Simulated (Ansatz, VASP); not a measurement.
**Two plane-wave programs on Mn**

File INCAR:

```
SYSTEM = Mn
  ALGO = Normal
  EDIFF = 1E-6
  ENCUT = 520
  GGA = RP
  ISIF = 2
  ISMEAR = -1
  LASPH = .True.
  LCHARG = .False.
  LREAL = .False.
  LWAVE = .False.
  NBANDS = 12
  NELM = 100
  PREC = Accurate
  SIGMA = 0.1
```

KPOINTS

```
k-points
0
Gamma
  15 15 15
  0 0 0
```

The input POSCAR:

```
Mn
1.0
    2.3911220180      0.0000000000      0.0000000000
    0.0000000000      2.3911220180      0.0000000000
    0.0000000000      0.0000000000      2.3911220180
Mn
1
Direct
    0.0000000000      0.0000000000      0.0000000000
```

Input for Ansatz:

```yaml
crystal:
  lattice:
    - [2.391122018, 0.0, 0.0]
    - [0.0, 2.391122018, 0.0]
    - [0.0, 0.0, 2.391122018]
  atoms:
    - { symbol: Mn, position: [0.0, 0.0, 0.0] }
hamiltonian:
  xc: rpbe
  pseudopotentials:
    kind: paw
    azcp:
      Mn: "pseudopotentials/Mn.paw.azcp"
basis:
  ecutwfc: 420
  fft_grid_basis: typed
kpoints:
  mp_grid: { grid: [15, 15, 15], shift: [0, 0, 0] }
magnetization:
  spin_polarized: false
scf:
  occupations: { method: fermi_dirac, width: 0.1 }
  lower_state_search: "off"
output:
  stress: true
  write_density: true
  write_potential: true
  elf: true
  volumetric_format: npy
```

Alike in both runs: task single point; functional RPBE; k mesh 15 × 15 × 15; occupations fermi-dirac, width 0.1 eV; no spin polarisation.

|  | VASP | Ansatz |
| --- | --- | --- |
| version | VASP 6.6.1 | Ansatz 0.2.0 |
| potentials or method | VASP PAW PBE potentials, release 64 (Mn_pv), cutoff 520 eV | plane waves (420 eV) with PAW, scalar-relativistic |
| valence electrons in the cell | 13 | 15 |

```tsv
	VASP	Ansatz	Ansatz less VASP
pressure (GPa)	-17.2	-17.3	-0.15
```

VASP's potentials were made for PBE, not for RPBE. VASP's potentials hold 13 valence electrons a cell and Ansatz's 15, so a difference there can come from the potentials and not from the codes.
